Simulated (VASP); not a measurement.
Runs of VASP 6.6.1 on Yb. The structure is that of space group Pm-3m (No. 221), or close to it. The cells are those of the table. 

```tsv
task	cell	k mesh for the DOS	occupations for the DOS	gap on the mesh (eV)	pressure (GPa)
single point	a = 2.778 Å, 1 atom	-	-	none	24.8
single point	a = 2.938 Å, 1 atom	-	-	-	(b)
single point	a = 3.391 Å, 1 atom	-	-	none	-0.1
single point	a = 3.081 Å, 1 atom	-	-	none	5.0
single point	a = 3.334 Å, 1 atom	-	-	none	(a)
single point	a = 2.599 Å, 1 atom	-	-	none	48.6
```

Alike in all rows: level PBE; potentials or basis VASP PAW PBE potentials, release 64 (Yb); no spin polarisation; k mesh 13 × 13 × 13; cutoff (eV) 520; smearing fermi-dirac 0.1 eV.

**Question.** Estimate the missing entries.

**Answer.** (a) 0.1; (b) 11.9.

Caveats: spin-orbit coupling is left out, which moves the levels of the heavy elements.

A k mesh can miss the band edges, and the runs leave out spin-orbit coupling on Yb.

A gap of «none» marks levels without a gap at the run's occupations.
